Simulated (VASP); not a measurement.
# FeMo3 (Pm-3m) in VASP: a series of runs

FeMo3 is run at these levels: PBE; tasks: single point, relaxation of cell and atoms.

Program: VASP 6.6.1. These are calculated values, not measurements. Logs are shortened: lines on timing, memory, paths and dates and some standing lists are left out, and cuts for length are marked.

## (1) The cell of the first run

The structure is cubic, space group Pm-3m (No. 221). The conventional cell has a = 3.891 Å, b = 3.891 Å, c = 3.891 Å, α = 90.00°, β = 90.00°, γ = 90.00°. Fe (site symmetry m-3m) has 12 Mo at 2.75 Å within 3.6 Å. Mo (site symmetry 4/mmm) has 4 Fe at 2.75 Å and 8 Mo at 2.75 Å within 3.6 Å.

## (2) Single point, PBE, collinear spin, ferromagnetic start

INCAR reads:

```
SYSTEM = FeMo3
  PREC = Accurate
  ENCUT = 520
  EDIFF = 1E-6
  ISMEAR = 0
  SIGMA = 0.1
  LREAL = .False.
  LASPH = .True.
  NELM = 150
  ALGO = Fast
  ISIF = 2
  LWAVE = .False.
  LCHARG = .False.
  ISPIN = 2
  MAGMOM = 1.41 0 0 0
  LORBIT = 11
  LMAXMIX = 4
  GGA = PE
  NBANDS = 37
```

KPOINTS reads:

```
regular mesh
0
Gamma
  4 4 4
  0 0 0
```

POSCAR reads:

```
FeMo3
1.0
    3.8914654023      0.0000000000      0.0000000000
    0.0000000000      3.8914654023      0.0000000000
    0.0000000000      0.0000000000      3.8914654023
Fe Mo
1 3
Direct
    0.0000000000      0.0000000000      0.0000000000
    0.0000000000      0.5000000000      0.5000000000
    0.5000000000      0.0000000000      0.5000000000
    0.5000000000      0.5000000000      0.0000000000
```

Potentials or basis: VASP PAW PBE potentials, release 64 (Fe, Mo_sv).

On the command line:

```
$ cat potpaw_PBE.64/Fe/POTCAR potpaw_PBE.64/Mo_sv/POTCAR > POTCAR
$ mpirun -np 1 vasp_std > vasp.out
```

OUTCAR:

```text
SYSTEM = FeMo3
   PREC = Accurate
   ENCUT = 520
   EDIFF = 1E-6
   ISMEAR = 0
   LREAL = .False.
   LASPH = .True.
   NELM = 150
   ISIF = 2
   ISPIN = 2
   LORBIT = 11
   GGA = PE

 ion  position               nearest neighbor table
   1  0.000  0.000  0.000-   2 2.75   3 2.75   4 2.75   2 2.75   3 2.75   2 2.75   4 2.75   2 2.75
                             3 2.75   4 2.75   3 2.75   4 2.75
   2  0.000  0.500  0.500-   1 2.75   3 2.75   4 2.75   1 2.75   4 2.75   1 2.75   3 2.75   1 2.75
                             3 2.75   4 2.75   4 2.75   3 2.75
   3  0.500  0.000  0.500-   1 2.75   2 2.75   4 2.75   1 2.75   4 2.75   2 2.75   4 2.75   4 2.75
                             1 2.75   2 2.75   1 2.75   2 2.75
   4  0.500  0.500  0.000-   1 2.75   2 2.75   3 2.75   2 2.75   3 2.75   1 2.75   3 2.75   3 2.75
                             1 2.75   2 2.75   2 2.75   1 2.75

  LATTYP: Found a simple cubic cell.
 ALAT       =     3.8914654023

  Lattice vectors:

 A1 = (   3.8914654023,   0.0000000000,   0.0000000000)
 A2 = (   0.0000000000,   3.8914654023,   0.0000000000)
 A3 = (   0.0000000000,   0.0000000000,   3.8914654023)

Analysis of symmetry for initial positions (statically):
=====================================================================
 Subroutine PRICEL returns:
 Original cell was already a primitive cell.

 Routine SETGRP: Setting up the symmetry group for a
 simple cubic supercell.

 Subroutine GETGRP returns: Found 48 space group operations
 (whereof 48 operations were pure point group operations)
 out of a pool of 48 trial point group operations.

The static configuration has the point symmetry O_h .

Analysis of symmetry for dynamics (positions and initial velocities):
=====================================================================
 Subroutine PRICEL returns:
 Original cell was already a primitive cell.

 Routine SETGRP: Setting up the symmetry group for a
 simple cubic supercell.

 Subroutine GETGRP returns: Found 48 space group operations
 (whereof 48 operations were pure point group operations)
 out of a pool of 48 trial point group operations.

The dynamic configuration has the point symmetry O_h .

Analysis of structural, dynamic, and magnetic symmetry:
=====================================================================
 Subroutine PRICEL returns:
 Original cell was already a primitive cell.

 Routine SETGRP: Setting up the symmetry group for a
 simple cubic supercell.

 Subroutine GETGRP returns: Found 48 space group operations
 (whereof 48 operations were pure point group operations)
 out of a pool of 48 trial point group operations.

The overall configuration has the point symmetry O_h .

 Subroutine INISYM returns: Found 48 space group operations
 (whereof 48 operations are pure point group operations),
 and found     1 'primitive' translations

----------------------------------------------------------------------------------------

                                     Primitive cell

  volume of cell :      58.9304

  direct lattice vectors                    reciprocal lattice vectors
     3.891465402  0.000000000  0.000000000     0.256972605  0.000000000  0.000000000
     0.000000000  3.891465402  0.000000000     0.000000000  0.256972605  0.000000000
     0.000000000  0.000000000  3.891465402     0.000000000  0.000000000  0.256972605

  length of vectors
     3.891465402  3.891465402  3.891465402     0.256972605  0.256972605  0.256972605

  position of ions in fractional coordinates (direct lattice)
     0.000000000  0.000000000  0.000000000
     0.000000000  0.500000000  0.500000000
     0.500000000  0.000000000  0.500000000
     0.500000000  0.500000000  0.000000000

  ion indices of the primitive-cell ions
   primitive index   ion index
                 1           1
                 2           2
                 3           3
                 4           4

----------------------------------------------------------------------------------------

 KPOINTS: regular mesh

Automatic generation of k-mesh.
 Grid dimensions read from file:
 generate k-points for:    4    4    4

[... 22 lines left out ...]
  0.500000  0.000000  0.000000      3.000000
  0.250000  0.250000  0.000000     12.000000
  0.500000  0.250000  0.000000     12.000000
  0.500000  0.500000  0.000000      3.000000
  0.250000  0.250000  0.250000      8.000000
  0.500000  0.250000  0.250000     12.000000
  0.500000  0.500000  0.250000      6.000000
  0.500000  0.500000  0.500000      1.000000
   k-points           NKPTS =     10   k-points in BZ     NKDIM =     10   number of bands    NBANDS=     37
   number of dos      NEDOS =    301   number of ions     NIONS =      4
   total plane-waves  NPLWV =  27000
   dimension x,y,z NGX =    30 NGY =   30 NGZ =   30
   dimension x,y,z NGXF=    60 NGYF=   60 NGZF=   60
   ions per type =               1   3
   NGX,Y,Z   is equivalent  to a cutoff of  12.82, 12.82, 12.82 a.u.
   NGXF,Y,Z  is equivalent  to a cutoff of  25.63, 25.63, 25.63 a.u.
 SYSTEM =  FeMo3
   PREC   = accura    normal or accurate (medium, high low for compatibility)
   ISTART =      0    job   : 0-new  1-cont  2-samecut
   ICHARG =      2    charge: 1-file 2-atom 10-const
   ISPIN  =      2    spin polarized calculation?
   LNONCOLLINEAR =      F non collinear calculations
   LSORBIT =      F    spin-orbit coupling
   LASPH  =      T    aspherical Exc in radial PAW
   ENCUT  =  520.0 eV  38.22 Ry    6.18 a.u.   7.24  7.24  7.24*2*pi/ulx,y,z
   NELM   =    150;   NELMIN=  2; NELMDL= -5     # of ELM steps
   EDIFF  = 0.1E-05   stopping-criterion for ELM
   LREAL  =      F    real-space projection
   EDIFFG = 0.1E-04   stopping-criterion for IOM
   NSW    =      0    number of steps for IOM
   IBRION =     -1    ionic relax: 0-MD 1-quasi-New 2-CG
   NFREE  =      0    steps in history (QN), initial steepest desc. (CG)
   ISIF   =      2    stress and relaxation
   ISYM   =      2    0-nonsym 1-usesym 2-fastsym
   POTIM  = 0.5000    time-step for ionic-motion
   TEBEG  =    0.0;   TEEND  =   0.0 temperature during run
   PSTRESS=    0.0 pullay stress
   NELECT =      50.0000    total number of electrons
   NUPDOWN=      -1.0000    fix difference up-down
   EMIN   =  10.00;   EMAX   =-10.00  energy-range for DOS
   EFERMI =   0.00;   METHOD = LEGACY
   ISMEAR =     0;   SIGMA  =   0.10  broadening in eV -4-tet -1-fermi 0-gaus
   EFERMI_NEDOS =   21; number of points for ismear=-14 and -15
   IALGO  =     68    algorithm
   IMIX   =      4    mixing-type and parameters
     AMIX     =   0.40;   BMIX     =  1.00
     AMIX_MAG =   1.60;   BMIX_MAG =  1.00
  volume/ion in A,a.u.               =      14.73        99.42
  Fermi-wavevector in a.u.,A,eV,Ry     =   1.549833  2.928760 32.680967  2.401983
  Thomas-Fermi vector in A             =   2.654584
   LORBIT       =     11    0 simple, 1 ext, 2 COOP (PROOUT), +10 PAW based schemes
   GGA     = PE    functional components
   LHFCALC =     F    Hartree Fock is set to
   AEXX    =    0.0000 exact exchange contribution
   IVDW    =     0    specifies the selected vdW correction
   LEPSILON=     F    determine dielectric tensor
   LRPA    =     F    only Hartree local field effects (RPA)
 spin polarized calculation
 RMM-DIIS sequential band-by-band and
 Gauss-broadening in eV      SIGMA  =   0.10
  energy-cutoff  :      520.00
  volume of cell :       58.93
 maximum number of plane-waves:      1622
 NGX is ok and might be reduce to    30
   NGX = 15   NGY = 15   NGZ = 15

 number of electron      49.9999985 magnetization      -0.0088217

 number of electron      49.9999985 magnetization       0.0008720

 Free energy of the ion-electron system (eV)
  ---------------------------------------------------
  ext. energy  EPLUGINS =         0.00000000
  ---------------------------------------------------
  free energy    TOTEN  =       -39.85831723 eV

  energy without entropy =      -39.84605148  energy(sigma->0) =      -39.85218435

 E-fermi :  10.6303     XC(G=0): -13.2677

 val. band max:       10.4233038495   @ k =   0.2500   0.2500   0.0000
 cond. band min:      10.6834805357   @ k =   0.5000   0.5000   0.2500
 fundamental gap:      0.2601766862
 Fermi energy:        10.6302706853

 spin component 1

 k-point     1 :       0.0000    0.0000    0.0000
  band No.  band energies     occupation
      1     -50.0830      1.00000
      2     -49.7742      1.00000
      3     -49.7742      1.00000
      4     -24.5801      1.00000
      5     -24.5801      1.00000
      6     -24.5801      1.00000
[... 389 lines left out ...]
     36      15.1380      0.00000
     37      20.2797      0.00000
 Fermi energy:        10.6302706853

 spin component 2

 k-point     1 :       0.0000    0.0000    0.0000
  band No.  band energies     occupation
      1     -50.0830      1.00000
      2     -49.7742      1.00000
      3     -49.7742      1.00000
      4     -24.5802      1.00000
      5     -24.5802      1.00000
      6     -24.5802      1.00000
[... 389 lines left out ...]
     36      15.1380      0.00000
     37      20.2801      0.00000

------------------------ aborting loop because EDIFF is reached ----------------------------------------

  FORCE on cell =-STRESS in cart. coord.  units (eV):
  Direction    XX          YY          ZZ          XY          YZ          ZX
  --------------------------------------------------------------------------------------
  -------------------------------------------------------------------------------------
  Total       -0.8849989     -0.8849989     -0.8849989      0.0000000      0.0000000     -0.0000000
  in kB      -24.0610070    -24.0610070    -24.0610070      0.0000000      0.0000000     -0.0000000
  external PRESSURE =     -24.0610070 kB  Pullay stress =       0.0000000 kB

 VOLUME and BASIS-vectors are now :
 -----------------------------------------------------------------------------
  energy-cutoff  :      520.00
  volume of cell :       58.93
      direct lattice vectors                 reciprocal lattice vectors
     3.891465402  0.000000000  0.000000000     0.256972605  0.000000000  0.000000000
     0.000000000  3.891465402  0.000000000     0.000000000  0.256972605  0.000000000
     0.000000000  0.000000000  3.891465402     0.000000000  0.000000000  0.256972605

 POSITION                                       TOTAL-FORCE (eV/Angst)
 -----------------------------------------------------------------------------------
      0.00000      0.00000      0.00000         0.000000      0.000000      0.000000
      0.00000      1.94573      1.94573         0.000000      0.000000      0.000000
      1.94573      0.00000      1.94573         0.000000      0.000000      0.000000
      1.94573      1.94573      0.00000         0.000000      0.000000      0.000000
 -----------------------------------------------------------------------------------
    total drift:                                0.000000      0.000000     -0.000000

  FREE ENERGIE OF THE ION-ELECTRON SYSTEM (eV)
  ---------------------------------------------------
  free  energy   TOTEN  =       -39.8583172267 eV

  energy  without entropy=      -39.8460514758  energy(sigma->0) =      -39.85218435

 total charge

# of ion       s       p       d       tot
------------------------------------------
    1        0.482   0.530   6.240   7.252
    2        2.388   6.186   3.928  12.502
    3        2.388   6.186   3.928  12.502
    4        2.388   6.186   3.928  12.502
--------------------------------------------------
tot          7.647  19.086  18.025  44.758

 magnetization (x)

# of ion       s       p       d       tot
------------------------------------------
    1        0.000   0.000   0.001   0.001
    2       -0.000  -0.000  -0.000  -0.000
    3       -0.000  -0.000  -0.000  -0.000
    4       -0.000  -0.000  -0.000  -0.000
--------------------------------------------------
tot         -0.000   0.000   0.001   0.001
```

Run time: 94 s. Hardware: 1 thread of Oxide Virtual Turin-like, shared host; peak memory 0.17 GiB.

Results:

```yaml
Free_energy: -39.8583 eV
Pressure: -2.4 GPa
Band_gap_on_the_k_mesh: zero (filled and empty bands overlap)
Net_moment: 0.00 μB per cell
Valence_electrons_inside_the_program's_atomic_spheres: Fe 7.25; Mo 12.50
```

Caveat: the k points lie up to 0.40 Å⁻¹ apart, too coarse for converged energies and pressures of a metal; the moments typed at the start vanished in this run.

## (3) Single point, PBE, collinear spin, ferromagnetic start

This run uses another cell than the first one, of 13.45 Å³/atom.

INCAR reads:

```
  PREC = Accurate
  ENCUT = 520
  EDIFF = 1E-6
  ISMEAR = 0
  SIGMA = 0.1
  LREAL = False
  LASPH = True
  NELM = 150
  ALGO = Normal
  ISIF = 2
  LWAVE = False
  LCHARG = False
  ISPIN = 2
  MAGMOM = 4 0 0 0
  LORBIT = 11
  LMAXMIX = 4
  GGA = PE
  NBANDS = 37
```

KPOINTS reads:

```
Automatic mesh
0
Gamma
  6 6 6
```

POSCAR reads:

```
FeMo3
1.0
    3.7755140398      0.0000000000      0.0000000000
    0.0000000000      3.7755140398      0.0000000000
    0.0000000000      0.0000000000      3.7755140398
Fe Mo
1 3
Direct
    0.0000000000      0.0000000000      0.0000000000
    0.0000000000      0.5000000000      0.5000000000
    0.5000000000      0.0000000000      0.5000000000
    0.5000000000      0.5000000000      0.0000000000
```

Potentials or basis: VASP PAW PBE potentials, release 64 (Fe, Mo_sv).

On the command line:

```
$ cat potpaw_PBE.64/Fe/POTCAR potpaw_PBE.64/Mo_sv/POTCAR > POTCAR
$ mpirun -np 1 vasp_std > vasp.out
```

Wall time 2.1 min (1 thread of Oxide Virtual Turin-like, shared host); peak memory 0.18 GiB.

It converged, with:

| Property | Result |
| --- | --- |
| Free energy | -39.5378 eV |
| Pressure | 23.7 GPa |
| Net moment | 0.42 μB per cell |
| Site moments | Fe +0.59; Mo -0.05 μB |
| Valence electrons inside the program's atomic spheres | Fe 7.46; Mo 12.73 |

Levels at points of the mesh, in eV from the Fermi level:
Spin up:
```csv
k point,band 21,band 22,band 23,band 24,band 25,band 26,band 27,band 28,band 29,band 30
"(0.00, 0.00, 0.00)",-1.15,-1.15,0.61,0.61,2.91,2.91,2.91,3.70,3.70,4.23
"(0.50, 0.00, 0.00)",-1.89,-1.89,-0.90,0.30,0.33,0.33,0.85,1.15,1.53,1.53
"(0.50, 0.50, 0.00)",-2.04,-2.00,-2.00,-1.89,-0.92,0.62,0.62,0.71,0.71,0.80
"(0.50, 0.50, 0.50)",-1.36,-1.07,-1.07,-1.07,1.38,1.38,1.38,2.48,2.61,2.61
```
Spin down:
```
           k point  band 21  band 22  band 23  band 24  band 25  band 26  band 27  band 28
(0.00, 0.00, 0.00)    -0.94    -0.94     1.10     1.10     3.06     3.06     3.06     3.72
(0.50, 0.00, 0.00)    -1.68    -1.68    -0.35     0.26     0.52     0.52     0.89     1.50
(0.50, 0.50, 0.00)    -1.99    -1.78    -1.78    -1.39    -0.25     0.67     0.67     0.77
(0.50, 0.50, 0.50)    -1.11    -1.11    -0.97    -0.97     1.40     1.40     1.40     2.45
```

Caveat: the cell stands under pressure.

[end of part 1 of 2]

The gap in the log of VASP goes by the Fermi energy; the results here count the filled bands.